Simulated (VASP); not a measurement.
A run of VASP 6.6.1:

INCAR

```
SYSTEM = HfN
PREC = Accurate
ENCUT = 520
EDIFF = 1E-6
ISMEAR = 0
SIGMA = 0.15
LREAL = .FALSE.
LASPH = .TRUE.
NELM = 100
ALGO = Normal
ISIF = 2
LWAVE = .FALSE.
LCHARG = .FALSE.
GGA = PE
NBANDS = 14
```

File KPOINTS:

```
regular mesh
0
G
  16 16 16
  0 0 0
```

The input POSCAR:

```
HfN
1.0
    0.0000000000      2.2738140414      2.2738140414
    2.2738140414      0.0000000000      2.2738140414
    2.2738140414      2.2738140414      0.0000000000
Hf N
1 1
Direct
    0.0013390996     -0.0013390996      0.0013390996
    0.4829361596      0.5170638404      0.4829361596
```

Potentials or basis: VASP PAW PBE potentials, release 64 (Hf_pv, N).

Run with:

```sh
$ cat potpaw_PBE.64/Hf_pv/POTCAR potpaw_PBE.64/N/POTCAR > POTCAR
$ mpirun -np 1 vasp_std > vasp.out
```

Hardware: 1 thread of Intel Xeon 6975P-C, with other jobs on the host.

**Question.** Estimate the wall time of this run.

**Answer.** Run time: 38 s on 1 thread of Intel Xeon 6975P-C, with other jobs on the host, peak memory 0.24 GiB. Counts: scf iterations 13, k points 349.
